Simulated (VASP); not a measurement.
Ge (a cell with a defect), 65 atoms in the cell. The cell holds a defect, 65 atoms: a = 11.351 Å, b = 11.351 Å, c = 11.351 Å, α = 90.00°, β = 90.00°, γ = 90.00°. 

| Property | Result |
| --- | --- |
| Program | VASP 6.6.1 |
| Task | single point |
| Functional | PBEsol |
| Potentials or basis | VASP PAW PBE potentials, release 64 (Ge_d) |
| Cutoff | 410 eV |
| k mesh | 1 × 1 × 1, shifted |
| Occupations | fermi-dirac, width 0.05 eV |
| Spin | no spin polarisation |
| Dipole correction | no |
| Charge | -2 |
| Further INCAR settings | LREAL = Auto; ALGO = Normal; EDIFF = 1e-06; NBANDS = 493; ISYM = -1; NELECT = 912.0 |

Potentials or basis: VASP PAW PBE potentials, release 64 (Ge_d).

Command:

```console
$ cat potpaw_PBE.64/Ge_d/POTCAR > POTCAR
$ mpirun -np 4 vasp_std > vasp.out
```

Hardware: 4 MPI ranks on Intel(R) Xeon(R) Platinum 8488C (Sapphire Rapids) (shared host).

Question: Estimate the wall time of this run.

Answer: Run time: 6 min on 4 MPI ranks on Intel(R) Xeon(R) Platinum 8488C (Sapphire Rapids), with other jobs on the host, peak memory 0.45 GiB a rank. Counts: scf iterations 19, k points 1.
